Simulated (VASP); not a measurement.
A run of VASP 6.6.1 is set up as follows.

Contents of INCAR:

```
SYSTEM = HgTe
PREC = Accurate
ENCUT = 520
EDIFF = 1E-6
ISMEAR = -1
SIGMA = 0.05
LREAL = .False.
LASPH = .True.
NELM = 60
ALGO = Normal
ISIF = 2
LWAVE = .False.
LCHARG = .False.
GGA = PS
NBANDS = 16
```

Contents of KPOINTS:

```
regular mesh
0
Gamma
  10 10 10
  0 0 0
```

POSCAR

```
HgTe
1.0
   -2.7007595802      2.7007595802      1.4839256993
    2.7007595802     -2.7007595802      1.4839256993
    2.7007595802      2.7007595802     -1.4839256993
Hg Te
1 1
Direct
    0.7500000000      0.2500000000      0.5000000000
    0.0000000000      0.0000000000      0.0000000000
```

Potentials or basis: VASP PAW PBE potentials, release 64 (Hg, Te).

Command:

```console
$ cat potpaw_PBE.64/Hg/POTCAR potpaw_PBE.64/Te/POTCAR > POTCAR
$ mpirun -np 1 vasp_std > vasp.out
```

(1) Estimate the pressure.

(2) Estimate the band gap on the k mesh.

## Answers

(1) 20.5 GPa.

(2) zero (band 9 reaches 9.78 eV, above the bottom of band 10 at 5.28 eV).

Caveat: the PAW data sets were made with another functional, which shifts forces and pressure a little; spin-orbit coupling is left out, which moves the levels of the heavy elements.
